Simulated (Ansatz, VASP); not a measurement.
# TiTe: VASP beside Ansatz

```xyz
2
Lattice="3.6311 0.0000 0.0000 0.0000 3.6311 0.0000 0.0000 0.0000 3.6311" Properties=species:S:1:pos:R:3 pbc="T T T"
Ti    0.0000    0.0000    0.0000
Te    1.8155    1.8155    1.8155
```

Alike in both runs: task single point; functional LDA; k mesh 5 × 5 × 5; occupations gaussian, width 0.05 eV; collinear spin; Hubbard terms Ti d U = 3.0 eV.

|  | VASP | Ansatz |
| --- | --- | --- |
| version | VASP 6.6.1 | Ansatz 0.2.0 |
| potentials or method | VASP PAW LDA potentials, release 64 (Ti_sv, Te), cutoff 500 eV | scalar-relativistic, plane waves, PAW |
| valence electrons in the cell | 18 | 28 |

VASP gave:

| Quantity | Value |
| --- | --- |
| pressure (GPa) | -14.1 |
| net moment per atom (μB) | 0.06 |
| size of the moment on the site where the two differ most (μB) | 0.10 |

Q: What did Ansatz give for the same quantities?

A: Pressure (GPa): -2.9; net moment per atom (μB): 1.00; size of the moment on the site where the two differ most (μB): 1.77.

The net moments are unlike, so the other rows may belong to different states. LDA's correlation is that of Perdew and Zunger in VASP and of Perdew and Wang (1992) in Ansatz. Site moments also hang on the region over which each program counts them. The programs project onto different local orbitals, so the same U acts differently, and such runs can settle in different states. VASP's potentials hold 18 valence electrons a cell and Ansatz's 28, so a difference there can come from the potentials and not from the codes.

Neither program's run includes spin-orbit coupling.
